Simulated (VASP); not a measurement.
Wanted: the native input for a VASP 6.6.1 run.

```
Task                   : relaxation of shape and atoms at fixed volume
Functional             : PBEsol
Potentials or basis    : VASP PAW PBE potentials, release 64 (Mo_sv, S)
Cutoff                 : 500 eV
k mesh                 : 8 × 8 × 2
Occupations            : gaussian, width 0.05 eV
Spin                   : collinear spin
Starting moments       : [0.05, 0.05, 0.0, 0.0, 0.0, 0.0] μB
Dipole correction      : no
Further INCAR settings : ALGO = Normal; EDIFF = 1e-07; IBRION = 2; EDIFFG = -0.01; NSW = 60; ISIF = 4
```

The structure of MoS2 lies in POSCAR:

```
MoS2
1.0
    3.1440628389      0.0000000000      0.0000000000
   -1.5720314195      2.7228382896      0.0000000000
    0.0000000000      0.0000000000     12.4775468995
Mo S
2 4
Direct
    0.3333333333      0.6666666667      0.2500000000
    0.6666666667      0.3333333333      0.7500000000
    0.3333333333      0.6666666667      0.6249162541
    0.6666666667      0.3333333333      0.1249162541
    0.3333333333      0.6666666667      0.8750837459
    0.6666666667      0.3333333333      0.3750837459
```

These files were run (other wordings do the same):

INCAR

```
SYSTEM = MoS2
  PREC = Accurate
  ENCUT = 500
  EDIFF = 1E-7
  ISMEAR = 0
  SIGMA = 0.05
  LREAL = .False.
  LASPH = .True.
  NELM = 200
  ALGO = Normal
  ISIF = 4
  LWAVE = .False.
  LCHARG = .False.
  ISPIN = 2
  MAGMOM = 0.05 0.05 0 0 0 0
  LORBIT = 11
  LMAXMIX = 4
  GGA = PS
  IBRION = 2
  NSW = 60
  EDIFFG = -0.01
  GGA_COMPAT = .False.
  NELMIN = 4
```

KPOINTS

```
Automatic mesh
0
Gamma
  8 8 2
  0 0 0
```

Potentials or basis: VASP PAW PBE potentials, release 64 (Mo_sv, S).

Run with:

```sh
$ cat potpaw_PBE.64/Mo_sv/POTCAR potpaw_PBE.64/S/POTCAR > POTCAR
$ mpirun -np 1 vasp_std > vasp.out
```

Results of the run:

The energy gained by relaxing is 0.1 meV/atom and the ionic steps are 5. The pressure after relaxing is 0.1 GPa and the band gap on the k mesh is 1.06 eV (least direct gap 2.03 eV). The net moment is 0.00 μB per cell and the valence electrons inside the program's atomic spheres are Mo 12.52; S 3.68.

Caveat: the PAW data sets were made with another functional, which shifts forces and pressure a little; this functional lacks dispersion, which binds the layers, so the pressure and a relaxed spacing across them are unreliable.

Wall time 2.4 min on 1 thread of Intel(R) Xeon(R) 6975P-C (Granite Rapids) (shared host), peak memory 0.32 GiB.
